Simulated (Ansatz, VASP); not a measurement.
# Two plane-wave programs on FeS2

Contents of POSCAR:

```
FeS2
1.0
    4.4308097358      0.0000000000      0.0000000000
    0.0000000000      5.4005600319      0.0000000000
    0.0000000000      0.0000000000      3.3792372752
Fe S
2 4
Direct
    0.5000000000      0.5000000000      0.5000000000
    0.0000000000      0.0000000000      0.0000000000
    0.2990462953      0.8778423373      0.5000000000
    0.7009537047      0.1221576627      0.5000000000
    0.2009537047      0.3778423373      0.0000000000
    0.7990462953      0.6221576627      0.0000000000
```

File INCAR.step1:

```
SYSTEM = FeS2
PREC = Accurate
ENCUT = 520
EDIFF = 1E-5
ISMEAR = 0
SIGMA = 0.01
LREAL = .False.
LASPH = .True.
NELM = 120
ALGO = Normal
ISIF = 2
LWAVE = .True.
LCHARG = .False.
NBANDS = 29
GGA = PE
GGA_COMPAT = .False.
KPAR = 4
```

Contents of INCAR.step2:

```
SYSTEM = FeS2
PREC = Accurate
ENCUT = 520
EDIFF = 1E-6
ISMEAR = 0
SIGMA = 0.01
LREAL = .False.
LASPH = .True.
NELM = 120
ALGO = Normal
ISIF = 2
LWAVE = .False.
LCHARG = .False.
GGA = PE
LHFCALC = .True.
AEXX = 1.0
ALDAC = 0.0
AGGAC = 0.0
PRECFOCK = Normal
NBANDS = 29
ISTART = 1
GGA_COMPAT = .False.
KPAR = 4
```

Contents of KPOINTS:

```
regular mesh
0
Gamma
  4 4 4
  0 0 0
```

Input for Ansatz:

```yaml
crystal:
  lattice:
    - [4.4308097358, 0.0, 0.0]
    - [0.0, 5.4005600319, 0.0]
    - [0.0, 0.0, 3.3792372752]
  atoms:
    - { symbol: Fe, position: [0.5, 0.5, 0.5] }
    - { symbol: Fe, position: [0.0, 0.0, 0.0] }
    - { symbol: S, position: [0.2990462953, 0.8778423373, 0.5] }
    - { symbol: S, position: [0.7009537047, 0.1221576627, 0.5] }
    - { symbol: S, position: [0.2009537047, 0.3778423373, 0.0] }
    - { symbol: S, position: [0.7990462953, 0.6221576627, 0.0] }
kpoints:
  mp_grid: { grid: [4, 4, 4] }
  band_path:
    path:
      - [0.0, 0.0, 0.0]
      - [0.5, 0.0, 0.0]
      - [0.5, 0.5, 0.0]
      - [0.0, 0.5, 0.0]
      - [0.0, 0.0, 0.5]
      - [0.5, 0.0, 0.5]
      - [0.5, 0.5, 0.5]
      - [0.0, 0.5, 0.5]
      - [0.414062, 0.0, 0.0]
      - [0.0, 0.5, 0.35]
    npoints: 1
hamiltonian:
  xc: hf
scf:
  occupations: { method: fixed }
  n_extra_bands: 5
output:
  forces: true
  stress: true
  eigenvalues: true
```

Alike in both runs: task single point; functional HF; k mesh 4 × 4 × 4; no spin polarisation.

```csv
,VASP,Ansatz
version,VASP 6.6.1,Ansatz 0.2.0
potentials or method,"VASP PAW PBE potentials, release 64 (Fe, S)","plane waves, PAW"
plane-wave cutoff (eV),520,420
occupations,"gaussian, width 0.01 eV",fixed
valence electrons in the cell,40,56
```

|  | VASP | Ansatz | Ansatz less VASP |
| --- | --- | --- | --- |
| gap on the k mesh at the Fermi level (eV) | 9.85 | 9.80 | -0.045 |
| pressure (GPa) | 36.0 | 36.2 | +0.27 |
| traceless stress, the component that is largest in VASP (GPa) | -9.24 | -8.59 | +0.648 |
| rms of the force components (eV/Å) | 1.968 | 1.870 | -0.0980 |

VASP's potentials were made for PBE, not for HF. Atom by atom the forces differ by 0.098 eV/Å (rms over components). Both programs put the cell under a high pressure, so it lies far from rest at this level. VASP's potentials hold 40 valence electrons a cell and Ansatz's 56, so a difference there can come from the potentials and not from the codes. Ansatz's warnings: stress exchange threshold loose, stress scf threshold loose.

The k mesh is coarse, so the values compare programs but aren't converged.
